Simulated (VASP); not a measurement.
# Te (C2/m) in VASP: further runs

The runs below take Te through single point, with PBEsol+D3(BJ), PBEsol+D4.

All numbers are computed with VASP 6.6.1; they aren't measurements. Logs are shortened: lines on timing, memory, paths and dates and some standing lists are left out, and cuts for length are marked.

## 1. The cell of the first run

The structure is monoclinic, space group C2/m (No. 12). Conventional cell: a = 7.260 Å, b = 4.148 Å, c = 5.918 Å, α = 90.00°, β = 90.40°, γ = 90.00°. Within 4.2 Å of Te (site symmetry 2/m) lie 12 Te at 3.05 to 4.18 Å. Within 4.2 Å of Te (site symmetry m) lie 12 Te at 3.04 to 4.18 Å.

## 2. Single point, PBEsol+D3(BJ)

Contents of INCAR:

```
ALGO = Normal
EDIFF = 1E-6
ENCUT = 520
GGA = PS
ISIF = 2
ISMEAR = -1
IVDW = 12
LASPH = T
LCHARG = F
LREAL = F
LWAVE = F
NBANDS = 16
NELM = 100
PREC = Accurate
SIGMA = 0.05
```

Contents of KPOINTS:

```
k-points
0
Gamma
  7 7 5
```

Contents of POSCAR:

```
Te
1.0
    3.6299883567     -2.0740921195      0.0151863392
    3.6299883567      2.0740921195      0.0151863392
   -0.0658378940      0.0000000000      5.9175760313
Te
3
Direct
    0.0000000000      0.0000000000      0.0000000000
    0.3209470961      0.3209470961      0.3348572544
    0.6790529039      0.6790529039      0.6651427456
```

Potentials or basis: VASP PAW PBE potentials, release 64 (Te).

Started as:

```bash
cat potpaw_PBE.64/Te/POTCAR > POTCAR
mpirun -np 1 vasp_std > vasp.out
```

OUTCAR:

```text
EDIFF = 1E-6
   ENCUT = 520
   GGA = PS
   ISIF = 2
   ISMEAR = -1
   IVDW = 12
   LASPH = T
   LREAL = F
   NELM = 100
   PREC = Accurate
 IVDW          = 12

 ion  position               nearest neighbor table
   1  0.000  0.000  0.000-   2 3.05   3 3.05   3 3.16   3 3.16   2 3.16   2 3.16
   2  0.321  0.321  0.335-   3 3.04   3 3.04   1 3.05   1 3.16   1 3.16   3 3.24
   3  0.679  0.679  0.665-   2 3.04   2 3.04   1 3.05   1 3.16   1 3.16   2 3.24

  LATTYP: Found a base centered monoclinic cell.
 ALAT       =     7.2600402464
 B/A-ratio  =     0.5713720721
 C/A-ratio  =     0.8151390446
 COS(beta)  =    -0.0069417531

  Lattice vectors:

 A1 = (   3.6299883567,  -2.0740921195,   0.0151863392)
 A2 = (   3.6299883567,   2.0740921195,   0.0151863392)
 A3 = (  -0.0658378940,   0.0000000000,   5.9175760313)

Analysis of symmetry for initial positions (statically):
=====================================================================
 Subroutine PRICEL returns:
 Original cell was already a primitive cell.

 Routine SETGRP: Setting up the symmetry group for a
 base centered monoclinic supercell.

 Subroutine GETGRP returns: Found  4 space group operations
 (whereof  4 operations were pure point group operations)
 out of a pool of  4 trial point group operations.

The static configuration has the point symmetry C_2h.

Analysis of symmetry for dynamics (positions and initial velocities):
=====================================================================
 Subroutine PRICEL returns:
 Original cell was already a primitive cell.

 Routine SETGRP: Setting up the symmetry group for a
 base centered monoclinic supercell.

 Subroutine GETGRP returns: Found  4 space group operations
 (whereof  4 operations were pure point group operations)
 out of a pool of  4 trial point group operations.

The dynamic configuration has the point symmetry C_2h.

 Subroutine INISYM returns: Found  4 space group operations
 (whereof  4 operations are pure point group operations),
 and found     1 'primitive' translations

----------------------------------------------------------------------------------------

                                     Primitive cell

  volume of cell :      89.1102

  direct lattice vectors                    reciprocal lattice vectors
     3.629988357 -2.074092119  0.015186339     0.137735078 -0.241069331  0.001532416
     3.629988357  2.074092119  0.015186339     0.137735078  0.241069331  0.001532416
    -0.065837894  0.000000000  5.917576031    -0.000706942  0.000000000  0.168980246

  length of vectors
     4.180777944  4.180777944  5.917942270     0.277646758  0.277646758  0.168981725

  position of ions in fractional coordinates (direct lattice)
     0.000000000  0.000000000  0.000000000
     0.320947096  0.320947096  0.334857254
     0.679052904  0.679052904  0.665142746

  ion indices of the primitive-cell ions
   primitive index   ion index
                 1           1
                 2           2
                 3           3

----------------------------------------------------------------------------------------

 KPOINTS: k-points

Automatic generation of k-mesh.
 Grid dimensions read from file:
 generate k-points for:    7    7    5

 Generating k-lattice:

  Cartesian coordinates                     Fractional coordinates (reciprocal lattice)
     0.019676440 -0.034438476  0.000218917     0.142857143 -0.000000000 -0.000000000
     0.019676440  0.034438476  0.000218917    -0.000000000  0.142857143 -0.000000000
    -0.000141388  0.000000000  0.033796049     0.000000000  0.000000000  0.200000000

  Length of vectors
     0.039663823  0.039663823  0.033796345

  Shift w.r.t. Gamma in fractional coordinates (k-lattice)
     0.000000000  0.000000000  0.000000000

 Subroutine IBZKPT returns following result:
 ===========================================

 Found     72 irreducible k-points:

 Following reciprocal coordinates:
            Coordinates               Weight
  0.000000  0.000000  0.000000      1.000000
  0.142857 -0.000000  0.000000      4.000000
  0.285714 -0.000000  0.000000      4.000000
  0.428571  0.000000  0.000000      4.000000
  0.142857  0.142857  0.000000      2.000000
  0.285714  0.142857 -0.000000      4.000000
[... 16 lines left out ...]
 -0.142857  0.000000  0.200000      4.000000
  0.142857  0.142857  0.200000      2.000000
 [... further k-points ...]
   k-points           NKPTS =     72   k-points in BZ     NKDIM =     72   number of bands    NBANDS=     16
   number of dos      NEDOS =    301   number of ions     NIONS =      3
   total plane-waves  NPLWV =  49152
   dimension x,y,z NGX =    32 NGY =   32 NGZ =   48
   dimension x,y,z NGXF=    64 NGYF=   64 NGZF=   96
   ions per type =               3
   NGX,Y,Z   is equivalent  to a cutoff of  12.72, 12.72, 13.48 a.u.
   NGXF,Y,Z  is equivalent  to a cutoff of  25.45, 25.45, 26.97 a.u.
 SYSTEM =  unknown system
   PREC   = accura    normal or accurate (medium, high low for compatibility)
   ISTART =      0    job   : 0-new  1-cont  2-samecut
   ICHARG =      2    charge: 1-file 2-atom 10-const
   ISPIN  =      1    spin polarized calculation?
   LNONCOLLINEAR =      F non collinear calculations
   LSORBIT =      F    spin-orbit coupling
   LASPH  =      T    aspherical Exc in radial PAW
   ENCUT  =  520.0 eV  38.22 Ry    6.18 a.u.   7.77  7.77 11.00*2*pi/ulx,y,z
   NELM   =    100;   NELMIN=  2; NELMDL= -5     # of ELM steps
   EDIFF  = 0.1E-05   stopping-criterion for ELM
   LREAL  =      F    real-space projection
   EDIFFG = 0.1E-04   stopping-criterion for IOM
   NSW    =      0    number of steps for IOM
   IBRION =     -1    ionic relax: 0-MD 1-quasi-New 2-CG
   NFREE  =      0    steps in history (QN), initial steepest desc. (CG)
   ISIF   =      2    stress and relaxation
   ISYM   =      2    0-nonsym 1-usesym 2-fastsym
   POTIM  = 0.5000    time-step for ionic-motion
   TEBEG  =    0.0;   TEEND  =   0.0 temperature during run
   PSTRESS=    0.0 pullay stress
   NELECT =      18.0000    total number of electrons
   NUPDOWN=      -1.0000    fix difference up-down
   EMIN   =  10.00;   EMAX   =-10.00  energy-range for DOS
   EFERMI =   0.00;   METHOD = LEGACY
   ISMEAR =    -1;   SIGMA  =   0.05  broadening in eV -4-tet -1-fermi 0-gaus
   EFERMI_NEDOS =   21; number of points for ismear=-14 and -15
   IALGO  =     38    algorithm
   IMIX   =      4    mixing-type and parameters
     AMIX     =   0.40;   BMIX     =  1.00
     AMIX_MAG =   1.60;   BMIX_MAG =  1.00
  volume/ion in A,a.u.               =      29.70       200.45
  Fermi-wavevector in a.u.,A,eV,Ry     =   0.960557  1.815190 12.553689  0.922670
  Thomas-Fermi vector in A             =   2.089852
   LORBIT       =      0    0 simple, 1 ext, 2 COOP (PROOUT), +10 PAW based schemes
   GGA     = PS    functional components
   LHFCALC =     F    Hartree Fock is set to
   AEXX    =    0.0000 exact exchange contribution
   IVDW    =    12    specifies the selected vdW correction
   LEPSILON=     F    determine dielectric tensor
   LRPA    =     F    only Hartree local field effects (RPA)
 non-spin polarized calculation
  energy-cutoff  :      520.00
  volume of cell :       89.11
 maximum number of plane-waves:      2419
   NGX = 15   NGY = 15   NGZ = 23

 number of electron      17.9999999 magnetization

 Free energy of the ion-electron system (eV)
  ---------------------------------------------------
  ext. energy  EPLUGINS =         0.00000000
  ---------------------------------------------------
  free energy    TOTEN  =       -10.47561645 eV

  energy without entropy =      -10.46546010  energy(sigma->0) =      -10.47053828

 E-fermi :   7.5677     XC(G=0):  -9.8575

 val. band max:        7.5518639071   @ k =   0.4286   0.4286  -0.0000
 cond. band min:       7.5687121209   @ k =   0.0000   0.0000   0.4000
 fundamental gap:      0.0168482138
 Fermi energy:         7.5677028850

 k-point     1 :       0.0000    0.0000    0.0000
  band No.  band energies     occupation
      1      -6.7811      2.00000
      2      -3.2126      2.00000
      3      -3.1625      2.00000
      4       5.0539      2.00000
      5       5.1090      2.00000
      6       5.4082      2.00000
[... 8 lines left out ...]
     15      13.6348      0.00000
     16      13.6512      0.00000

 k-point     2 :       0.1429   -0.0000    0.0000
  band No.  band energies     occupation
      1      -6.5852      2.00000
      2      -3.1771      2.00000
      3      -3.1086      2.00000
      4       3.3434      2.00000
      5       4.0986      2.00000
      6       4.4189      2.00000
[... 8 lines left out ...]
     15      13.5089      0.00000
     16      14.1961      0.00000

 k-point     3 :       0.2857   -0.0000    0.0000
  band No.  band energies     occupation
      1      -6.0141      2.00000
      2      -3.3765      2.00000
      3      -2.8994      2.00000
      4       2.1487      2.00000
      5       3.0007      2.00000
      6       3.6723      2.00000
[... 8 lines left out ...]
     15      14.2839      0.00000
     16      15.4671      0.00000

 k-point     4 :       0.4286    0.0000    0.0000
  band No.  band energies     occupation
      1      -5.1373      2.00000
      2      -4.1118      2.00000
      3      -2.6886      2.00000
      4       2.2079      2.00000
      5       2.3644      2.00000
      6       3.2471      2.00000
[... 8 lines left out ...]
     15      16.1139      0.00000
     16      16.6498      0.00000

 k-point     5 :       0.1429    0.1429    0.0000
  band No.  band energies     occupation
      1      -6.5893      2.00000
      2      -3.1905      2.00000
      3      -3.0998      2.00000
      4       3.2920      2.00000
      5       4.1361      2.00000
      6       4.4272      2.00000
[... 8 lines left out ...]
     15      13.5834      0.00000
     16      14.2327      0.00000

 k-point     6 :       0.2857    0.1429   -0.0000
  band No.  band energies     occupation
      1      -6.2094      2.00000
      2      -3.1753      2.00000
      3      -3.0722      2.00000
      4       2.5819      2.00000
      5       2.6718      2.00000
      6       4.8796      2.00000
[... 8 lines left out ...]
     15      14.4320      0.00000
     16      15.1039      0.00000

 k-point     7 :       0.4286    0.1429    0.0000
  band No.  band energies     occupation
      1      -5.4837      2.00000
      2      -3.5786      2.00000
      3      -2.9941      2.00000
      4       2.1299      2.00000
      5       2.3411      2.00000
      6       3.8291      2.00000
[... 8 lines left out ...]
     15      15.5207      0.00000
     16      16.4810      0.00000

 k-point     8 :      -0.4286    0.1429    0.0000
  band No.  band energies     occupation
      1      -4.5921      2.00000
      2      -4.4190      2.00000
      3      -2.9325      2.00000
      4       2.3938      2.00000
      5       2.7690      2.00000
      6       2.9681      2.00000
[... 8 lines left out ...]
     15      15.0667      0.00000
     16      16.9036      0.00000

 k-point     9 :      -0.2857    0.1429   -0.0000
  band No.  band energies     occupation
      1      -5.4652      2.00000
      2      -3.5963      2.00000
      3      -2.9813      2.00000
      4       2.1251      2.00000
      5       2.3718      2.00000
      6       3.8172      2.00000
[... 8 lines left out ...]
     15      15.4579      0.00000
     16      16.4002      0.00000
[... 172 lines left out ...]
 k-point    19 :       0.2857    0.0000    0.2000
  band No.  band energies     occupation
      1      -5.8554      2.00000
      2      -4.1670      2.00000
      3      -2.1210      2.00000
      4       1.8697      2.00000
      5       2.7410      2.00000
      6       3.7483      2.00000
[... 8 lines left out ...]
     15      14.7685      0.00000
     16      15.1084      0.00000

 k-point    20 :       0.4286    0.0000    0.2000
  band No.  band energies     occupation
      1      -4.9449      2.00000
      2      -4.3880      2.00000
      3      -2.5792      2.00000
      4       1.3380      2.00000
      5       2.4724      2.00000
      6       3.4186      2.00000
[... 8 lines left out ...]
     15      15.6761      0.00000
     16      16.3858      0.00000

 k-point    21 :      -0.4286    0.0000    0.2000
  band No.  band energies     occupation
      1      -5.1193      2.00000
      2      -3.7942      2.00000
      3      -3.2164      2.00000
      4       2.1466      2.00000
      5       2.8176      2.00000
      6       3.4513      2.00000
[... 8 lines left out ...]
     15      15.5505      0.00000
     16      16.1260      0.00000

 k-point    22 :      -0.2857    0.0000    0.2000
  band No.  band energies     occupation
      1      -5.8979      2.00000
      2      -3.8615      2.00000
      3      -2.6570      2.00000
      4       2.9753      2.00000
      5       3.6639      2.00000
      6       3.8196      2.00000
[... 8 lines left out ...]
     15      13.4868      0.00000
     16      14.0991      0.00000

 k-point    23 :      -0.1429    0.0000    0.2000
  band No.  band energies     occupation
      1      -6.4394      2.00000
      2      -4.2739      2.00000
      3      -2.0034      2.00000
      4       3.4026      2.00000
      5       4.6728      2.00000
      6       4.7551      2.00000
[... 8 lines left out ...]
     15      12.9271      0.00000
     16      13.1869      0.00000

 k-point    24 :       0.1429    0.1429    0.2000
  band No.  band energies     occupation
      1      -6.4388      2.00000
      2      -4.2937      2.00000
      3      -1.9900      2.00000
      4       3.3486      2.00000
      5       4.7231      2.00000
      6       4.8388      2.00000
[... 8 lines left out ...]
     15      13.0032      0.00000
     16      13.2057      0.00000

 [... further k-points ...]

------------------------ aborting loop because EDIFF is reached ----------------------------------------

 Edisp (eV)   -1.40004

 E8    (eV) :    -0.9507

  FORCE on cell =-STRESS in cart. coord.  units (eV):
  Direction    XX          YY          ZZ          XY          YZ          ZX
  --------------------------------------------------------------------------------------
  -------------------------------------------------------------------------------------
  Total       0.01633     0.02139     0.05941     0.00000     0.00000     0.00328
  in kB       0.29362     0.38456     1.06810     0.00000     0.00000     0.05890
  external pressure =        0.58 kB  Pullay stress =        0.00 kB

 VOLUME and BASIS-vectors are now :
 -----------------------------------------------------------------------------
  energy-cutoff  :      520.00
  volume of cell :       89.11
      direct lattice vectors                 reciprocal lattice vectors
     3.629988357 -2.074092119  0.015186339     0.137735078 -0.241069331  0.001532416
     3.629988357  2.074092119  0.015186339     0.137735078  0.241069331  0.001532416
    -0.065837894  0.000000000  5.917576031    -0.000706942  0.000000000  0.168980246

 POSITION                                       TOTAL-FORCE (eV/Angst)
 -----------------------------------------------------------------------------------
      0.00000      0.00000      0.00000        -0.000000      0.000000      0.000000
      2.30802      0.00000      1.99129         0.004947      0.000000     -0.002432
      4.88612      0.00000      3.95666        -0.004947      0.000000      0.002432
 -----------------------------------------------------------------------------------
    total drift:                                0.000000      0.000000     -0.000000

  FREE ENERGIE OF THE ION-ELECTRON SYSTEM (eV)
  ---------------------------------------------------
  free  energy   TOTEN  =       -11.8756530176 eV

  energy  without entropy=      -11.8654966639  energy(sigma->0) =      -11.87057484
```

It took 2.3 min on 1 thread of AMD EPYC, shared host; peak memory 0.23 GiB.

What came out:

- Free energy: -11.8757 eV
- Pressure: 0.1 GPa
- Largest force: 0.006 eV/Å
- Band gap on the k mesh: zero (bands 9 and 10 overlap by 0.07 eV)
- Dispersion energy per atom: -0.467 eV

Forces on the atoms (eV/Å):
```
Te   0.000  0.000  0.000
Te   0.005  0.000 -0.002
Te  -0.005  0.000  0.002
```

Levels at points of the mesh, in eV from the Fermi level:
```
           k point  band 6  band 7  band 8  band 9  band 10  band 11  band 12  band 13
(0.00, 0.00, 0.00)   -2.16   -2.06   -1.91   -1.84     1.17     1.18     1.87     4.67
```

Caveat: the PAW data sets were made with another functional, which shifts forces and pressure a little; spin-orbit coupling is left out, which moves the levels of the heavy elements.

## 3. Single point, PBEsol+D4

This run uses another cell than the first one, of 30.30 Å³/atom.

Contents of INCAR:

```
SYSTEM = Te
ALGO = Normal ; EDIFF = 1E-6
ENCUT = 520 ; GGA = PS
ISIF = 2 ; ISMEAR = -1
IVDW = 13 ; LASPH = .True.
LCHARG = .True. ; LELF = .True.
LREAL = .False. ; LVHAR = .True.
LWAVE = .False. ; NBANDS = 16
NELM = 100 ; PREC = Accurate
SIGMA = 0.05
```

Contents of KPOINTS:

```
k-points
0
Gamma
  7 7 5
  0 0 0
```

Contents of POSCAR:

```
Te
1.0
    3.6690728693     -2.1049265230      0.0188974658
    3.6690728693      2.1049265230      0.0188974658
   -0.0609972355      0.0000000000      5.8848328090
Te
3
Direct
    0.0000000000      0.0000000000      0.0000000000
    0.3197909337      0.3197909337      0.3352074101
    0.6802090663      0.6802090663      0.6647925899
```

Potentials or basis: VASP PAW PBE potentials, release 64 (Te).

Started as:

```bash
cat potpaw_PBE.64/Te/POTCAR > POTCAR
mpirun -np 1 vasp_std > vasp.out
```

It took 2.4 min on 1 thread of AMD EPYC, shared host; peak memory 0.22 GiB.

It converged, with:

| Property | Result |
| --- | --- |
| Free energy | -11.4091 eV |
| Pressure | 0.1 GPa |
| Largest force | 0.012 eV/Å |
| Band gap on the k mesh | zero (bands 9 and 10 overlap by 0.13 eV) |
| Dispersion energy per atom | -0.304 eV |

Forces in eV/Å, atoms in the order of the input:
```
Te   0.000  0.000  0.000
Te   0.010  0.000 -0.005
Te  -0.010  0.000  0.005
```

Levels at points of the mesh, in eV from the Fermi level:
```
           k point  band 5  band 6  band 7  band 8  band 9  band 10  band 11  band 12  band 13  band 14
(0.00, 0.00, 0.00)   -2.56   -2.20   -2.10   -1.92   -1.88     1.13     1.14     1.75     4.73     4.88
```

Caveat: the PAW data sets were made with another functional, which shifts forces and pressure a little; spin-orbit coupling is left out, which moves the levels of the heavy elements.
